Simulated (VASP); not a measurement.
# NbN (Fm-3m) in VASP: a series of runs, part 2 of 2

VASP 6.6.1.

## (3) Relaxation of cell and atoms, PBE+D3(BJ)

This run uses another cell than the first one, of 10.57 Å³/atom, 1.003 times its volume.

The input, INCAR:

```
PREC = Accurate
ENCUT = 600
EDIFF = 1E-6
ISMEAR = 0
SIGMA = 0.1
LREAL = False
LASPH = True
NELM = 80
ALGO = Normal
ISIF = 3
LWAVE = False
LCHARG = False
GGA = PE
IVDW = 12
IBRION = 2
NSW = 100
EDIFFG = -0.005
```

The input, KPOINTS:

```
Automatic mesh
0
Gamma
  16 16 16
```

The input, POSCAR:

```
NbN
1.0
    0.0000000000      2.1945000000      2.1945000000
    2.1945000000      0.0000000000      2.1945000000
    2.1945000000      2.1945000000      0.0000000000
Nb N
1 1
Direct
    0.5000000000      0.5000000000      0.5000000000
    0.0000000000      0.0000000000      0.0000000000
```

Potentials or basis: VASP PAW PBE potentials, release 64 (Nb_sv, N).

The run is started by

```console
$ cat potpaw_PBE.64/Nb_sv/POTCAR potpaw_PBE.64/N/POTCAR > POTCAR
$ mpirun -np 1 vasp_std > vasp.out
```

OUTCAR:

```text
PREC = Accurate
   ENCUT = 600
   EDIFF = 1E-6
   ISMEAR = 0
   LREAL = False
   LASPH = True
   NELM = 80
   ISIF = 3
   GGA = PE
   IVDW = 12
   IBRION = 2
   NSW = 100
   EDIFFG = -0.005
 IVDW          = 12

 ion  position               nearest neighbor table
   1  0.500  0.500  0.500-   2 2.19   2 2.19   2 2.19   2 2.19   2 2.19   2 2.19
   2  0.000  0.000  0.000-   1 2.19   1 2.19   1 2.19   1 2.19   1 2.19   1 2.19

  LATTYP: Found a face centered cubic cell.
 ALAT       =     4.3890000000

  Lattice vectors:

 A1 = (   0.0000000000,   2.1945000000,   2.1945000000)
 A2 = (   2.1945000000,   0.0000000000,   2.1945000000)
 A3 = (   2.1945000000,   2.1945000000,   0.0000000000)

Analysis of symmetry for initial positions (statically):
=====================================================================
 Subroutine PRICEL returns:
 Original cell was already a primitive cell.

 Routine SETGRP: Setting up the symmetry group for a
 face centered cubic supercell.

 Subroutine GETGRP returns: Found 48 space group operations
 (whereof 48 operations were pure point group operations)
 out of a pool of 48 trial point group operations.

The static configuration has the point symmetry O_h .

Analysis of symmetry for dynamics (positions and initial velocities):
=====================================================================
 Subroutine PRICEL returns:
 Original cell was already a primitive cell.
[... 155 lines left out ...]
  ---------------------------------------------------
  free energy    TOTEN  =       -20.52875311 eV

  energy without entropy =      -20.52253809  energy(sigma->0) =      -20.52564560

------------------------ aborting loop because EDIFF is reached ----------------------------------------

 Edisp (eV)   -1.02155

 E8    (eV) :    -0.4441
[... 71 lines left out ...]
--------------------------------------- Ionic step        3  -------------------------------------------

 number of electron      17.9999999 magnetization

 Free energy of the ion-electron system (eV)
  ---------------------------------------------------
  ext. energy  EPLUGINS =         0.00000000
  ---------------------------------------------------
  free energy    TOTEN  =       -20.52390882 eV

  energy without entropy =      -20.51772667  energy(sigma->0) =      -20.52081774

 E-fermi :  14.1374     XC(G=0): -13.4251

 val. band max:       14.1360009054   @ k =  -0.2500   0.3750   0.1250
 cond. band min:      14.1555335379   @ k =  -0.3125   0.0625   0.0000
 fundamental gap:      0.0195326325
 Fermi energy:        14.1373955985

 k-point     1 :       0.0000    0.0000    0.0000
  band No.  band energies     occupation
      1     -42.2771      2.00000
      2     -17.9208      2.00000
      3     -17.9208      2.00000
      4     -17.9208      2.00000
      5      -3.5488      2.00000
      6      10.7668      2.00000
      7      10.7668      2.00000
      8      10.7668      2.00000
      9      12.0995      2.00000
     10      12.0995      2.00000
     11      12.0995      2.00000
     12      13.9894      1.96362
     13      13.9894      1.96362
[... 354 lines left out ...]
  band No.  band energies     occupation
      1     -42.2633      2.00000
      2     -18.0283      2.00000
      3     -17.9479      2.00000
      4     -17.9224      2.00000
      5      -3.3217      2.00000
      6       9.6355      2.00000
      7       9.8249      2.00000
      8      10.1993      2.00000
      9      12.2557      2.00000
     10      12.5456      2.00000
     11      12.7783      2.00000
     12      14.4929      0.00000
     13      15.2948      0.00000

 [... further k-points ...]

------------------------ aborting loop because EDIFF is reached ----------------------------------------

 Edisp (eV)   -1.02695

 E8    (eV) :    -0.4465
[... 25 lines left out ...]
  FREE ENERGIE OF THE ION-ELECTRON SYSTEM (eV)
  ---------------------------------------------------
  free  energy   TOTEN  =       -21.5508547276 eV

  energy  without entropy=      -21.5446725829  energy(sigma->0) =      -21.54776366

 reached required accuracy - stopping structural energy minimisation
```

OSZICAR:

```text
N       E                     dE             d eps       ncg     rms          rms(c)
DAV:   1     0.178254272602E+03    0.17825E+03   -0.11339E+04  3770   0.164E+03
DAV:   2    -0.101563543011E+02   -0.18841E+03   -0.18132E+03  4292   0.534E+02
[... 23 lines left out ...]
DAV:   1    -0.205380005924E+02   -0.28073E-01   -0.51036E-01  4000   0.107E+01    0.955E-01
DAV:   2    -0.205261619467E+02    0.11839E-01   -0.36475E-02  4787   0.286E+00    0.368E-01
DAV:   3    -0.205234777551E+02    0.26842E-02   -0.14019E-02  6726   0.126E+00    0.145E-01
DAV:   4    -0.205236907522E+02   -0.21300E-03   -0.40965E-04  5146   0.199E-01    0.877E-02
DAV:   5    -0.205238718950E+02   -0.18114E-03   -0.35347E-04  6620   0.105E-01    0.358E-02
DAV:   6    -0.205239097484E+02   -0.37853E-04   -0.75512E-05  6853   0.985E-02    0.118E-02
DAV:   7    -0.205239088170E+02    0.93140E-06   -0.71477E-06  5277   0.267E-02
   3 F= -.21550855E+02 E0= -.21547764E+02  d E =-.547433E-03
```

CONTCAR:

```text
NbN
   1.00000000000000
     0.0000000000000000    2.1908057608815947    2.1908057608815947
     2.1908057608815947   -0.0000000000000000    2.1908057608815947
     2.1908057608815947    2.1908057608815947   -0.0000000000000000
  Nb              N
     1     1
Direct
     0.5000000000000000    0.5000000000000000    0.5000000000000000
     0.0000000000000000    0.0000000000000000    0.0000000000000000

  0.00000000E+00  0.00000000E+00  0.00000000E+00
  0.00000000E+00  0.00000000E+00  0.00000000E+00
```

It took 4 min on 1 thread of Intel Xeon 8259CL, shared host; peak memory 0.21 GiB.

Results:

```
Free energy                            : -21.5509 eV
Relaxed volume                         : 10.52 Å³/atom
Relaxed cell                           : a = 3.098 Å, b = 3.098 Å, c = 3.098 Å, α = 60.00°, β = 60.00°, γ = 60.00°
Space group after relaxing (to 0.05 Å) : Fm-3m (No. 225)
Energy gained by relaxing              : 0.3 meV/atom
Ionic steps                            : 3
Pressure after relaxing                : 0.0 GPa
Dispersion energy per atom             : -0.513 eV
```

The path:
```csv
step,energy change (eV),largest force (eV/Å),pressure (GPa),volume (Å³)
1,0.0000,0.0000,-1.65,21.14
2,0.0019,0.0000,3.58,20.81
3,-0.0005,0.0000,0.00,21.03
```

Final structure:
```
CELL_PARAMETERS angstrom
0.00000 2.19081 2.19081
2.19081 0.00000 2.19081
2.19081 2.19081 0.00000
ATOMIC_POSITIONS crystal
Nb 0.50000 0.50000 0.50000
N 0.00000 0.00000 0.00000
```

Caveat: the bands computed are all filled at some k points, so no gap is given.

## (4) Single point, PBE+D3(BJ)

This run uses another cell than the first one, of 10.57 Å³/atom, 1.003 times its volume.

The input, INCAR:

```
PREC = Accurate ; ENCUT = 600
EDIFF = 1E-6 ; ISMEAR = 0
SIGMA = 0.1 ; LREAL = F
LASPH = T ; NELM = 120
ALGO = Normal ; ISIF = 2
LWAVE = F ; LCHARG = T
GGA = PE ; IVDW = 12
LELF = T ; LVHAR = T
NBANDS = 16 ; GGA_COMPAT = F
```

The input, KPOINTS:

```
Automatic mesh
0
Gamma
  8 8 8
```

POSCAR is that of step 3.

The run is started by

```console
$ cat potpaw_PBE.64/Nb_sv/POTCAR potpaw_PBE.64/N/POTCAR > POTCAR
$ mpirun -np 1 vasp_std > vasp.out
```

It took 29 s on 1 thread of AMD EPYC 7R43 (Zen 3), shared host; peak memory 0.14 GiB.

Results (log left out):

```
Free energy                : -21.5328 eV
Pressure                   : -1.4 GPa
Band gap on the k mesh     : zero (band 9 reaches 15.54 eV, above the bottom of band 10 at 12.03 eV)
Dispersion energy per atom : -0.511 eV
```

Levels at points of the mesh, in eV from the Fermi level:
```csv
k point,band 7,band 8,band 9,band 10,band 11,band 12
"(0.00, 0.00, 0.00)",-3.38,-3.38,-2.06,-2.06,-2.06,-0.18
"(0.50, 0.00, 0.00)",-7.13,-7.13,1.45,1.45,1.96,4.49
"(0.50, 0.50, 0.00)",-5.11,-4.04,-4.04,1.57,2.77,2.77
```

Caveat: pairwise dispersion overbinds metals, which lowers pressure and volume.

## (5) Single point, PBE+D3(BJ), collinear spin, zero start

This run uses another cell than the first one, of 10.57 Å³/atom, 1.003 times its volume.

The input, INCAR:

```
SYSTEM = NbN
PREC = Accurate
ENCUT = 600
EDIFF = 1E-6
ISMEAR = 0
SIGMA = 0.1
LREAL = .False.
LASPH = .True.
NELM = 200
ALGO = Normal
ISIF = 2
LWAVE = .False.
LCHARG = .False.
ISPIN = 2
MAGMOM = 0 0
LORBIT = 11
LMAXMIX = 4
GGA = PE
IVDW = 12
NBANDS = 20
GGA_COMPAT = .False.
```

The input, KPOINTS:

```
regular mesh
0
Gamma
  8 8 8
  0 0 0
```

POSCAR is that of step 4.

The run is started by

```console
$ cat potpaw_PBE.64/Nb_sv/POTCAR potpaw_PBE.64/N/POTCAR > POTCAR
$ mpirun -np 1 vasp_std > vasp.out
```

Run time: 58 s. Hardware: 1 thread of AMD EPYC 7R43 (Zen 3), shared host; peak memory 0.16 GiB.

It converged, with:

* Free energy: -21.5328 eV
* Pressure: -1.5 GPa
* Band gap on the k mesh: zero (filled and empty bands overlap)
* Net moment: 0.00 μB per cell
* Valence electrons inside the program's atomic spheres: Nb 10.65; N 3.75
* Dispersion energy per atom: -0.511 eV

Levels at points of the mesh, in eV from the Fermi level:
Spin up:
```csv
k point,band 5,band 6,band 7,band 8,band 9,band 10,band 11,band 12,band 13,band 14
"(0.00, 0.00, 0.00)",-17.68,-3.38,-3.38,-3.38,-2.06,-2.06,-2.06,-0.18,-0.18,3.21
"(0.50, 0.00, 0.00)",-15.12,-9.21,-7.13,-7.13,1.45,1.45,1.96,4.49,6.79,6.79
"(0.50, 0.50, 0.00)",-16.98,-5.79,-5.11,-4.04,-4.04,1.57,2.77,2.77,4.04,9.45
```
Spin down:
```
           k point  band 6  band 7  band 8  band 9  band 10  band 11  band 12  band 13
(0.00, 0.00, 0.00)   -3.38   -3.38   -3.38   -2.06    -2.06    -2.06    -0.18    -0.18
(0.50, 0.00, 0.00)   -9.21   -7.13   -7.13    1.45     1.45     1.96     4.49     6.79
(0.50, 0.50, 0.00)   -5.79   -5.11   -4.04   -4.04     1.57     2.77     2.77     4.04
```

Caveat: pairwise dispersion overbinds metals, which lowers pressure and volume.

## (6) Summary

| task | spin | cell | k mesh | cutoff (eV) | gap on the mesh (eV) | pressure (GPa) |
| --- | --- | --- | --- | --- | --- | --- |
| single point | off | a = 3.101 Å, angles 60.0°, 2 atoms | 16 × 16 × 16 | 520 | none | -0.6 |
| relaxation of cell and atoms | off | relaxed from a = 3.103 Å, angles 60.0°, 2 atoms | 16 × 16 × 16 | 600 | - | 0.0 |
| single point | off | a = 3.103 Å, angles 60.0°, 2 atoms | 8 × 8 × 8 | 600 | none | -1.4 |
| single point | collinear, zero start | a = 3.103 Å, angles 60.0°, 2 atoms | 8 × 8 × 8 | 600 | none | -1.5 |

Alike in all rows: level PBE+D3(BJ); potentials or basis VASP PAW PBE potentials, release 64 (Nb_sv, N); smearing gaussian 0.1 eV.

Caveats: pairwise dispersion overbinds metals, which lowers pressure and volume (some runs); the bands computed are all filled at some k points, so no gap is given (some runs).

Absolute energies hang on the potentials; compare differences alone.
